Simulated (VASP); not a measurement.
Runs of VASP 6.6.1 on HgF3. The structure is that of space group Fm-3m (No. 225), or close to it. The cells are those of the table. 

```csv
task,cell,gap on the mesh (eV),pressure (GPa)
relaxation of cell and atoms,"relaxed from a = 4.052 Å, angles 60.0°, 4 atoms",none,0.0
single point,"a = 3.873 Å, angles 60.0°, 4 atoms",none,10.8
relaxation of cell and atoms,"relaxed to 30 GPa from a = 4.052 Å, angles 60.0°, 4 atoms",none,29.7
relaxation of cell and atoms,"relaxed to 10 GPa from a = 4.052 Å, angles 60.0°, 4 atoms",none,10.0
single point,"a = 3.746 Å, angles 60.0°, 4 atoms",none,(a)
```

Alike in all rows: level PBEsol; potentials or basis VASP PAW PBE potentials, release 64 (Hg, F); no spin polarisation; k mesh 8 × 8 × 8; cutoff (eV) 600; smearing fermi-dirac 0.05 eV.

Fill in the values left out.

(a) 31.5.

Caveats: the PAW data sets were made with another functional, which shifts forces and pressure a little; spin-orbit coupling is left out, which moves the levels of the heavy elements; an odd number of electrons without spin polarisation forces a metal; a magnetic or distorted state may lie lower; the cell stands under pressure (at least some runs); the cell is relaxed towards a set pressure, so the run minimises the enthalpy, not the energy (at least some runs).

A k mesh can miss the band edges, and the runs leave out spin-orbit coupling on Hg.

A gap of «none» marks levels without a gap at the run's occupations.
